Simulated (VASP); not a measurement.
Input of a VASP 6.6.1 run:

The input INCAR:

```
ALGO     = Fast           # electronic algorithm
EDIFF    = 1E-7           # SCF threshold, eV
ENCUT    = 520            # plane-wave cutoff, eV
ISIF     = 2              # what is computed and relaxed
ISMEAR   = -1             # smearing method
LASPH    = T              # aspherical terms in the spheres
LCHARG   = F              # write CHGCAR
LREAL    = F              # projectors in reciprocal space
LWAVE    = F              # write WAVECAR
NBANDS   = 21             # bands
NELM     = 80             # most SCF steps
PREC     = Accurate       # precision mode
SIGMA    = 0.05           # smearing width, eV
```

KPOINTS

```
k-points
0
Gamma
  11 11 6
```

The input POSCAR:

```
Ru
1.0
    2.7414067149      0.0000000000      0.0000000000
   -1.3707033574      2.3741278572      0.0000000000
    0.0000000000      0.0000000000      4.3382472512
Ru
2
Direct
    0.6666666667      0.3333333333      0.7500000000
    0.3333333333      0.6666666667      0.2500000000
```

Potentials or basis: VASP PAW LDA potentials, release 64 (Ru_pv).

Launch:

```bash
$ cat potpaw_LDA.64/Ru_pv/POTCAR > POTCAR
$ mpirun -np 1 vasp_std > vasp.out
```

Q: Predict the pressure.

A: -22.5 GPa.

Q: What does it give for the band gap on the k mesh?

A: Zero (bands 14 and 15 overlap by 2.90 eV).

Stress tensor (GPa, compression positive):
```
-21.96   0.00   0.00
  0.00 -21.96   0.00
  0.00   0.00 -23.43
```

Caveat: the cell stands under tension.
